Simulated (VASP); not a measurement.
Runs of VASP 6.6.1 on Rb. The structure is that of space group Im-3m (No. 229), or close to it. The cells are those of the table. 

```tsv
cell	gap on the mesh (eV)	pressure (GPa)
a = 4.698 Å, angles 108.8, 108.8, 110.9°, 1 atom	none	0.5
a = 4.658 Å, angles 110.2, 110.2, 108.1°, 1 atom	none	(a)
a = 4.617 Å, angles 109.5°, 1 atom	none	0.7
a = 5.103 Å, angles 109.5°, 1 atom	none	-0.3
```

Alike in all rows: task single point; level PBE; potentials or basis VASP PAW PBE potentials, release 64 (Rb_sv); no spin polarisation; k mesh 12 × 12 × 12; cutoff (eV) 520; smearing gaussian 0.15 eV.

Estimate the missing entries.

(a) 0.6.

A k mesh can miss the band edges, and the runs leave out spin-orbit coupling on Rb.

A gap of «none» marks levels without a gap at the run's occupations.
